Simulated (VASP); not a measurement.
Input of a VASP 6.6.1 run:

Contents of INCAR:

```
SYSTEM = Mg
ALGO = Normal
EDIFF = 1E-7
EDIFFG = -0.02
ENCUT = 600
GGA = PS
IBRION = 2
ISIF = 3
ISMEAR = 1
LASPH = .TRUE.
LCHARG = .FALSE.
LREAL = .FALSE.
LWAVE = .FALSE.
NELM = 80
NSW = 80
PREC = Accurate
SIGMA = 0.05
```

The input KPOINTS:

```
k-points
0
G
  17 17 9
  0 0 0
```

Contents of POSCAR:

```
Mg
1.0
    3.2093000000      0.0000000000      0.0000000000
   -1.6046500000      2.7793400000      0.0000000000
    0.0000000000      0.0000000000      5.2103000000
Mg
2
Direct
    0.3333333333      0.6666666667      0.2500000000
    0.6666666667      0.3333333333      0.7500000000
```

Potentials or basis: VASP PAW PBE potentials, release 64 (Mg).

Launch:

```sh
$ cat potpaw_PBE.64/Mg/POTCAR > POTCAR
$ mpirun -np 1 vasp_std > vasp.out
```

(1) Predict the space group after relaxing (to 0.05 Å).

(2) Estimate the band gap on the k mesh.

Answers

(1) P6_3/mmc (No. 194).

(2) zero (band 2 reaches 3.83 eV, above the bottom of band 3 at 1.37 eV).
